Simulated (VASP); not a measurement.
Write the native input for VASP 6.6.1 that does the following.

```yaml
Task: single point
Functional: revPBE
Dispersion: D3(BJ)
Potentials_or_basis: VASP PAW PBE potentials, release 64 (Sb)
Cutoff: 520 eV
k_mesh: 12 × 12 × 12
Occupations: fermi-dirac, width 0.05 eV
Spin: no spin polarisation
Dipole_correction: no
Further_INCAR_settings: ALGO = Normal; EDIFF = 1e-06; NBANDS = 8
```

The structure of Sb lies in POSCAR:

```
Sb
1.0
   -1.5763496067      1.5763496067      2.5734746574
    1.5763496067     -1.5763496067      2.5734746574
    1.5763496067      1.5763496067     -2.5734746574
Sb
1
Direct
    0.0000000000      0.0000000000      0.0000000000
```

These files were run (other wordings do the same):

INCAR

```
SYSTEM = Sb
ALGO = Normal ; EDIFF = 1E-6
ENCUT = 520 ; GGA = RE
ISIF = 2 ; ISMEAR = -1
IVDW = 12 ; LASPH = .True.
LCHARG = .False. ; LREAL = .False.
LWAVE = .False. ; NBANDS = 8
NELM = 80 ; PREC = Accurate
SIGMA = 0.05
```

KPOINTS

```
k-points
0
Gamma
  12 12 12
  0 0 0
```

Potentials or basis: VASP PAW PBE potentials, release 64 (Sb).

The run is started by

```sh
$ cat potpaw_PBE.64/Sb/POTCAR > POTCAR
$ mpirun -np 1 vasp_std > vasp.out
```

Results of the run:

```
Pressure                   : -0.2 GPa
Dispersion energy per atom : -1.037 eV
```

Caveat: the PAW data sets were made with another functional, which shifts forces and pressure a little; pairwise dispersion overbinds metals, which lowers pressure and volume.

It took 27 s on 1 thread of AMD EPYC 9R45 (Zen 5), with other jobs on the host, peak memory 0.15 GiB.
